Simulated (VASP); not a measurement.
A run of VASP 6.6.1 is set up as follows.

The input INCAR:

```
PREC = Accurate
ENCUT = 520
EDIFF = 1E-7
ISMEAR = 0
SIGMA = 0.1
LREAL = False
LASPH = True
NELM = 150
ALGO = Normal
ISIF = 2
LWAVE = False
LCHARG = False
ISPIN = 2
MAGMOM = 0 0 0 1 1 1
LORBIT = 11
LMAXMIX = 4
GGA = PE
NBANDS = 29
```

File KPOINTS:

```
regular mesh
0
Gamma
  6 6 2
```

The input POSCAR:

```
YAl2N3
1.0
    3.5597500800      0.0000000000      0.0000000000
   -1.7798750400      3.0828340000      0.0000000000
    0.0000000000      0.0000000000      8.9295368600
Y Al N
1 2 3
Direct
    0.0000000000      0.0000000000      0.0000000000
    0.3333333300      0.6666666700      0.5312521600
    0.6666666700      0.3333333300      0.4687478400
    0.5000000000      0.0000000000      0.0000000000
    0.0000000000      0.5000000000      0.0000000000
    0.5000000000      0.5000000000      0.0000000000
```

Potentials or basis: VASP PAW PBE potentials, release 64 (Y_sv, Al, N).

Command:

```console
$ cat potpaw_PBE.64/Y_sv/POTCAR potpaw_PBE.64/Al/POTCAR potpaw_PBE.64/N/POTCAR > POTCAR
$ mpirun -np 1 vasp_std > vasp.out
```

**Question.** Predict the net moment.

**Answer.** 0.00 μB per cell.

**Question.** What does it give for the band gap on the k mesh?

**Answer.** Zero (filled and empty bands overlap).

**Question.** Predict the pressure.

**Answer.** 89.9 GPa.

Stress tensor (GPa, compression positive):
```
134.00   0.00   0.00
  0.00 134.00   0.00
  0.00   0.00   1.64
```

Caveat: forces of over 1 eV/Å act on the atoms, so gaps and moduli don't describe the material at rest.
